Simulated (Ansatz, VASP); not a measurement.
## One calculation of Hf, two programs

```xyz
1
Lattice="2.3045 0.0000 0.0000 0.0000 2.3045 0.0000 0.0000 0.0000 2.3045" Properties=species:S:1:pos:R:3 pbc="T T T"
Hf    0.0000    0.0000    0.0000
```

Change from the starting cell: volume scaled by 0.52, LAPW.

Alike in both runs: task single point; functional PBEsol; k mesh 13 × 13 × 13; occupations fermi-dirac, width 0.08 eV; no spin polarisation.

```csv
,VASP,Ansatz
version,VASP 6.6.1,Ansatz 0.2.0
potentials or method,"VASP PAW PBE potentials, release 64 (Hf_pv), cutoff 520 eV","all-electron LAPW, scalar-relativistic"
```

```tsv
	VASP	Ansatz	Ansatz less VASP
pressure (GPa)	182.1	186.7	+4.53
```

VASP's potentials were made for PBE, not for PBEsol. Both programs put the cell under a high pressure, so it lies far from rest at this level. Ansatz ran all-electron here, and VASP with PAW potentials.

Neither program's run includes spin-orbit coupling. Noted on VASP's run: the cell as given lies far from equilibrium.
